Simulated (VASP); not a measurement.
Al3H2: single point with PBE

Al3H2:

```
CELL_PARAMETERS angstrom
2.87800 0.00000 0.00000
-1.43900 2.49242 0.00000
0.00000 0.00000 8.02122
ATOMIC_POSITIONS crystal
Al 0.33333 0.66667 0.28734
Al 0.66667 0.33333 0.71266
Al 0.00000 0.00000 0.00000
H 0.33333 0.66667 0.58817
H 0.66667 0.33333 0.41183
```

```
Program             : VASP 6.6.1
Task                : single point
Functional          : PBE
Potentials or basis : VASP PAW PBE potentials, release 64 (Al, H)
Cutoff              : 520 eV
k mesh              : 6 × 6 × 2
Occupations         : gaussian, width 0.2 eV
Spin                : no spin polarisation
```

The pressure is -0.3 GPa and the largest force is 0.009 eV/Å. The band gap on the k mesh is zero (an odd number of electrons rules out a gap without spin polarisation).

Forces in eV/Å, atoms in the order of the input:
```
Al   0.000  0.000  0.009
Al   0.000  0.000 -0.009
Al   0.000  0.000  0.000
H    0.000  0.000 -0.003
H    0.000  0.000  0.003
```

Stress tensor (GPa, compression positive):
```
-0.24  0.00  0.00
 0.00 -0.24  0.00
 0.00  0.00 -0.37
```

Levels at points of the mesh, in eV from the Fermi level:
```csv
k point,band 1,band 2,band 3,band 4,band 5,band 6,band 7,band 8,band 9,band 10
"(0.00, 0.00, 0.00)",-11.99,-9.92,-9.35,-3.97,-1.93,6.21,8.43,9.59,10.36,10.36
"(0.50, 0.00, 0.00)",-7.29,-6.31,-4.47,-4.35,-3.34,-2.17,1.09,2.59,3.53,3.91
"(0.00, 0.00, 0.50)",-11.70,-11.02,-7.48,-6.27,0.94,2.95,8.57,10.63,10.63,10.68
"(0.50, 0.00, 0.50)",-7.22,-6.29,-4.89,-4.74,-2.24,-0.74,-0.45,0.04,5.33,5.58
```

Wall time 6.1 s on 1 thread of Intel(R) Xeon(R) 6975P-C (Granite Rapids), with other jobs on the host, peak memory 0.17 GiB.

Caveat: the k points lie up to 0.42 Å⁻¹ apart, too coarse for converged energies and pressures of a metal.
